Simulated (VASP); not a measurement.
# C in VASP: notebook

C is run at these levels: PBE; tasks: single point.

All numbers are computed with VASP 6.6.1; they aren't measurements. Logs are shortened: lines on timing, memory, paths and dates and some standing lists are left out, and cuts for length are marked.

**1. The cell of the first run**

The cell holds a slab with vacuum, 32 atoms: a = 9.864 Å, b = 9.864 Å, c = 13.000 Å, α = 90.00°, β = 90.00°, γ = 120.00°.

**2. Single point, PBE**

INCAR

```
ALGO = Normal
EDIFF = 1E-6
ENCUT = 520
GGA = PE
GGA_COMPAT = False
ISIF = 2
ISMEAR = -1
LASPH = True
LCHARG = False
LREAL = Auto
LWAVE = False
NBANDS = 86
NELM = 120
NELMDL = -8
PREC = Accurate
SIGMA = 0.02
```

KPOINTS

```
k-points
0
Gamma
  1 1 1
```

POSCAR

```
C
1.0
    9.8640000000      0.0000000000      0.0000000000
   -4.9320000000      8.5424750000      0.0000000000
    0.0000000000      0.0000000000     13.0000000000
C
32
Direct
   -0.0002618214     -0.0005033670      0.0753307692
    0.1631795019      0.0808196688      0.0690384615
    0.0095255795      0.2578994963      0.0895076923
    0.1647648812      0.3368695840      0.0737923077
    0.0060216471      0.5063052570      0.0731538462
    0.1764029049      0.5870312761      0.0619307692
    0.0028066926      0.7506255506      0.0705846154
    0.1630666894      0.8351560877      0.0680461538
    0.2524475809      0.0064969461      0.0677153846
    0.4111844638      0.0781272406      0.0756384615
    0.2434506376      0.2447885420      0.0627692308
    0.4114944878      0.3196029254      0.0672153846
    0.2508606123      0.4976660745      0.0622230769
    0.4085487699      0.5760391456      0.0716615385
    0.2569355623      0.7559635820      0.0611846154
    0.4243856310      0.8372749115      0.0692153846
    0.5085676384      0.0072812622      0.0743846154
    0.6751550125      0.0912264888      0.0912076923
    0.4968807821      0.2522571035      0.0840461538
    0.6492639940      0.3261232839      0.0939769231
    0.4857069643      0.4885469375      0.0802384615
    0.6650290636      0.5798553698      0.0970000000
    0.4996742682      0.7416234756      0.0724000000
    0.6711495778      0.8380006965      0.0720769231
    0.7540043862      0.0050687886      0.0785000000
    0.9148761885      0.0770151508      0.0887769231
    0.7548273158      0.2564713388      0.1045769231
    0.9232048914      0.3395971308      0.0964307692
    0.7362598584      0.4969519958      0.0860153846
    0.9166978217      0.5869844512      0.0737923077
    0.7495683352      0.7472307499      0.0784692308
    0.9209844142      0.8289517968      0.0706461538
```

Potentials or basis: VASP PAW PBE potentials, release 64 (C).

Started as:

```bash
cat potpaw_PBE.64/C/POTCAR > POTCAR
mpirun -np 1 vasp_gam > vasp.out
```

OUTCAR:

```text
EDIFF = 1E-6
   ENCUT = 520
   GGA = PE
   ISIF = 2
   ISMEAR = -1
   LASPH = True
   LREAL = Auto
   NELM = 120
   NELMDL = -8
   PREC = Accurate

 ion  position               nearest neighbor table
   1  1.000  0.999  0.075-  26 1.40   2 1.40  32 1.46
   2  0.163  0.081  0.069-   1 1.40   9 1.40  11 1.40
   3  0.010  0.258  0.090-   4 1.34  28 1.44  26 1.55
   4  0.165  0.337  0.074-   3 1.34  13 1.38  11 1.47
   5  0.006  0.506  0.073-  30 1.45  28 1.46   6 1.46
   6  0.176  0.587  0.062-  13 1.40  15 1.44   5 1.46
[... 24 lines left out ...]
  31  0.750  0.747  0.078-  24 1.45  22 1.45  32 1.47
  32  0.921  0.829  0.071-   7 1.37   1 1.46  31 1.47

  LATTYP: Found a hexagonal cell.
 ALAT       =     9.8640000000
 C/A-ratio  =     1.3179237632

  Lattice vectors:

 A1 = (   9.8640000000,   0.0000000000,   0.0000000000)
 A2 = (  -4.9320000000,   8.5424750000,   0.0000000000)
 A3 = (   0.0000000000,   0.0000000000,  13.0000000000)

Analysis of symmetry for initial positions (statically):
=====================================================================
 Subroutine PRICEL returns:
 Original cell was already a primitive cell.

 Routine SETGRP: Setting up the symmetry group for a
 hexagonal supercell.

 Subroutine GETGRP returns: Found  1 space group operations
 (whereof  1 operations were pure point group operations)
 out of a pool of 24 trial point group operations.

The static configuration has the point symmetry C_1 .

Analysis of symmetry for dynamics (positions and initial velocities):
=====================================================================
 Subroutine PRICEL returns:
 Original cell was already a primitive cell.

 Routine SETGRP: Setting up the symmetry group for a
 hexagonal supercell.

 Subroutine GETGRP returns: Found  1 space group operations
 (whereof  1 operations were pure point group operations)
 out of a pool of 24 trial point group operations.

The dynamic configuration has the point symmetry C_1 .

 Subroutine INISYM returns: Found  1 space group operations
 (whereof  1 operations are pure point group operations),
 and found     1 'primitive' translations

----------------------------------------------------------------------------------------

                                     Primitive cell

  volume of cell :    1095.4187

  direct lattice vectors                    reciprocal lattice vectors
     9.864000000  0.000000000  0.000000000     0.101378751  0.058531046  0.000000000
    -4.932000000  8.542475000  0.000000000     0.000000000  0.117062093  0.000000000
     0.000000000  0.000000000 13.000000000     0.000000000  0.000000000  0.076923077

  length of vectors
     9.864000000  9.864000361 13.000000000     0.117062097  0.117062093  0.076923077

  position of ions in fractional coordinates (direct lattice)
     0.999738179  0.999496633  0.075330769
     0.163179502  0.080819669  0.069038461
     0.009525579  0.257899496  0.089507692
     0.164764881  0.336869584  0.073792308
     0.006021647  0.506305257  0.073153846
     0.176402905  0.587031276  0.061930769
[... 24 lines left out ...]
     0.749568335  0.747230750  0.078469231
     0.920984414  0.828951797  0.070646154

  ion indices of the primitive-cell ions
   primitive index   ion index
                 1           1
                 2           2
                 3           3
                 4           4
                 5           5
                 6           6
[... 24 lines left out ...]
                31          31
                32          32

----------------------------------------------------------------------------------------

 KPOINTS: k-points

Automatic generation of k-mesh.
 Grid dimensions read from file:
 generate k-points for:    1    1    1

 Generating k-lattice:

  Cartesian coordinates                     Fractional coordinates (reciprocal lattice)
     0.101378751  0.058531046  0.000000000     1.000000000 -0.000000000  0.000000000
     0.000000000  0.117062093  0.000000000     0.000000000  1.000000000  0.000000000
     0.000000000  0.000000000  0.076923077     0.000000000  0.000000000  1.000000000

  Length of vectors
     0.117062097  0.117062093  0.076923077

  Shift w.r.t. Gamma in fractional coordinates (k-lattice)
     0.000000000  0.000000000  0.000000000

 Subroutine IBZKPT returns following result:
 ===========================================

 Found      1 irreducible k-points:

 Following reciprocal coordinates:
            Coordinates               Weight
  0.000000  0.000000  0.000000      1.000000
   k-points           NKPTS =      1   k-points in BZ     NKDIM =      1   number of bands    NBANDS=     86
   number of dos      NEDOS =    301   number of ions     NIONS =     32
   total plane-waves  NPLWV = 627200
   dimension x,y,z NGX =    80 NGY =   80 NGZ =   98
   dimension x,y,z NGXF=   160 NGYF=  160 NGZF=  196
   ions per type =              32
   NGX,Y,Z   is equivalent  to a cutoff of  13.48, 13.48, 12.53 a.u.
   NGXF,Y,Z  is equivalent  to a cutoff of  26.97, 26.97, 25.06 a.u.
 SYSTEM =  unknown system
   PREC   = accura    normal or accurate (medium, high low for compatibility)
   ISTART =      0    job   : 0-new  1-cont  2-samecut
   ICHARG =      2    charge: 1-file 2-atom 10-const
   ISPIN  =      1    spin polarized calculation?
   LNONCOLLINEAR =      F non collinear calculations
   LSORBIT =      F    spin-orbit coupling
   LASPH  =      T    aspherical Exc in radial PAW
   ENCUT  =  520.0 eV  38.22 Ry    6.18 a.u.  18.34 18.34 24.17*2*pi/ulx,y,z
   NELM   =    120;   NELMIN=  2; NELMDL= -8     # of ELM steps
   EDIFF  = 0.1E-05   stopping-criterion for ELM
   LREAL  =      T    real-space projection
   EDIFFG = 0.1E-04   stopping-criterion for IOM
   NSW    =      0    number of steps for IOM
   IBRION =     -1    ionic relax: 0-MD 1-quasi-New 2-CG
   NFREE  =      0    steps in history (QN), initial steepest desc. (CG)
   ISIF   =      2    stress and relaxation
   ISYM   =      2    0-nonsym 1-usesym 2-fastsym
   POTIM  = 0.5000    time-step for ionic-motion
   TEBEG  =    0.0;   TEEND  =   0.0 temperature during run
   PSTRESS=    0.0 pullay stress
   NELECT =     128.0000    total number of electrons
   NUPDOWN=      -1.0000    fix difference up-down
   EMIN   =  10.00;   EMAX   =-10.00  energy-range for DOS
   EFERMI =   0.00;   METHOD = LEGACY
   ISMEAR =    -1;   SIGMA  =   0.02  broadening in eV -4-tet -1-fermi 0-gaus
   EFERMI_NEDOS =   21; number of points for ismear=-14 and -15
   IALGO  =     38    algorithm
   IMIX   =      4    mixing-type and parameters
     AMIX     =   0.40;   BMIX     =  1.00
     AMIX_MAG =   1.60;   BMIX_MAG =  1.00
  volume/ion in A,a.u.               =      34.23       231.01
  Fermi-wavevector in a.u.,A,eV,Ry     =   0.800359  1.512459  8.715543  0.640574
  Thomas-Fermi vector in A             =   1.907639
   LORBIT       =      0    0 simple, 1 ext, 2 COOP (PROOUT), +10 PAW based schemes
   GGA     = PE    functional components
   LHFCALC =     F    Hartree Fock is set to
   AEXX    =    0.0000 exact exchange contribution
   IVDW    =     0    specifies the selected vdW correction
   LEPSILON=     F    determine dielectric tensor
   LRPA    =     F    only Hartree local field effects (RPA)
 non-spin polarized calculation
  energy-cutoff  :      520.00
  volume of cell :     1095.42
 maximum number of plane-waves:     14767
 NGX is ok and might be reduce to    80
   NGX = 37   NGY = 37   NGZ = 49

 number of electron     128.0000002 magnetization

 Free energy of the ion-electron system (eV)
  ---------------------------------------------------
  ext. energy  EPLUGINS =         0.00000000
  ---------------------------------------------------
  free energy    TOTEN  =      -291.57633738 eV

  energy without entropy =     -291.57633738  energy(sigma->0) =     -291.57633738

 E-fermi :  -3.4766     XC(G=0):  -3.3162

 val. band max:       -4.0236717568   @ k =   0.0000   0.0000   0.0000
 cond. band min:      -0.4960108042   @ k =   0.0000   0.0000   0.0000
 fundamental gap:      3.5276609526
 Fermi energy:        -3.4765820462

 k-point     1 :       0.0000    0.0000    0.0000
  band No.  band energies     occupation
      1     -21.4851      2.00000
      2     -20.3241      2.00000
      3     -20.2211      2.00000
      4     -20.0174      2.00000
      5     -19.9347      2.00000
      6     -19.7751      2.00000
[... 68 lines left out ...]
     75       2.3171      0.00000
     76       3.0705      0.00000
 [bands above 76 left out]

------------------------ aborting loop because EDIFF is reached ----------------------------------------

  FORCE on cell =-STRESS in cart. coord.  units (eV):
  Direction    XX          YY          ZZ          XY          YZ          ZX
  --------------------------------------------------------------------------------------
  -------------------------------------------------------------------------------------
  Total        7.5064677     -4.2085576     -1.9395172     -0.1479677     -0.0318120      1.1605132
  in kB       10.9790831     -6.1555055     -2.8367697     -0.2164200     -0.0465287      1.6973857
  external PRESSURE =       0.6622693 kB  Pullay stress =       0.0000000 kB

 VOLUME and BASIS-vectors are now :
 -----------------------------------------------------------------------------
  energy-cutoff  :      520.00
  volume of cell :     1095.42
      direct lattice vectors                 reciprocal lattice vectors
     9.864000000  0.000000000  0.000000000     0.101378751  0.058531046  0.000000000
    -4.932000000  8.542475000  0.000000000     0.000000000  0.117062093  0.000000000
     0.000000000  0.000000000 13.000000000     0.000000000  0.000000000  0.076923077

 POSITION                                       TOTAL-FORCE (eV/Angst)
 -----------------------------------------------------------------------------------
      4.93190      8.53817      0.97930         0.114268     -2.417138     -0.080303
      1.21100      0.69040      0.89750        -0.374779      1.820433     -0.181929
     -1.17800      2.20310      1.16360        -3.785466     -3.816270      0.524497
     -0.03620      2.87770      0.95930         3.581712     -1.564061     -1.092917
     -2.43770      4.32510      0.95100        -0.574184     -0.570922      0.694514
     -1.15520      5.01470      0.80510        -2.889375      0.424521      0.115412
[... 24 lines left out ...]
      3.70840      6.38320      1.02010         0.943548      1.049294      0.338023
      4.99620      7.08130      0.91840        -4.291410      1.757859      0.827607
 -----------------------------------------------------------------------------------
    total drift:                                0.006969     -0.007975      0.006852

  FREE ENERGIE OF THE ION-ELECTRON SYSTEM (eV)
  ---------------------------------------------------
  free  energy   TOTEN  =      -291.5763373834 eV

  energy  without entropy=     -291.5763373834  energy(sigma->0) =     -291.57633738
```

It took 3.6 min on 1 thread of Intel Xeon Platinum 8375C at 2.90GHz (Ice Lake), shared host; peak memory 1 GiB.

Results:

* Free energy: -291.5763 eV
* Largest force: 8.425 eV/Å
* Band gap on the k mesh: 3.53 eV

Forces on the atoms (eV/Å):
```
C    0.114 -2.417 -0.080
C   -0.375  1.820 -0.182
C   -3.785 -3.816  0.524
C    3.582 -1.564 -1.093
C   -0.574 -0.571  0.695
C   -2.889  0.425  0.115
C   -0.629 -1.192 -0.284
C    4.446  1.101 -0.626
C   -0.977 -4.203  0.176
C    2.779  3.064  0.204
C    0.404  0.526  0.820
C   -5.210  5.049  0.618
C   -2.406  0.824  0.559
C    3.557  0.971 -0.136
C   -0.901 -0.241  0.695
C    0.027 -0.413 -0.464
C   -0.931 -1.612  0.794
C   -1.023 -0.118 -0.611
C   -0.136 -6.813 -0.723
C    7.146  4.426  0.564
C    3.192  0.909  0.383
C   -5.584  1.165 -2.452
C   -0.680  3.511 -0.226
C   -0.263 -2.892  0.573
C   -0.379 -1.216  0.891
C    1.003  4.120 -0.798
C   -1.466 -0.595 -1.217
C   -0.509  0.780 -0.860
C    5.849 -1.009  0.473
C   -0.036 -2.827  0.502
C    0.944  1.049  0.338
C   -4.291  1.758  0.828
```

Caveat: the k points lie up to 0.74 Å⁻¹ apart.

(Continued in part 2 of 2.)
